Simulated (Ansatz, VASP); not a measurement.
Zr2O in VASP and in Ansatz

```xyz
3
Lattice="-1.4529 1.4529 5.4516 1.4529 -1.4529 5.4516 1.4529 1.4529 -5.4516" Properties=species:S:1:pos:R:3 pbc="T T T"
Zr    0.0000    0.0000    6.9428
Zr    0.0000    0.0000    3.9605
O     0.0000    0.0000    0.0000
```

Alike in both runs: functional r2SCAN; k mesh 6 × 6 × 6; occupations gaussian, width 0.1 eV; no spin polarisation.

Ansatz relaxed the structure, and its values are those at the end. VASP's run is a single point on that final structure, the one shown.

|  | VASP | Ansatz |
| --- | --- | --- |
| version | VASP 6.6.1 | Ansatz 0.2.0 |
| potentials or method | VASP PAW PBE potentials, release 64 (Zr_sv, O), cutoff 520 eV | scalar-relativistic, plane waves, PAW |
| valence electrons in the cell | 30 | 30 |

Ansatz gave:

```
gap on the k mesh at the Fermi level (eV) : none
pressure (GPa)                            : -0.1
rms of the force components (eV/Å)        : 0.015
```

**Question.** Which values does VASP return?

**Answer.** gap on the k mesh at the Fermi level (eV): none; pressure (GPa): -0.1; rms of the force components (eV/Å): 0.027.

VASP's potentials were made for PBE, not for r2SCAN. A gap of «none» marks a metal or a gap that the smearing closes.

The k mesh is coarse, so the values compare programs but aren't converged.
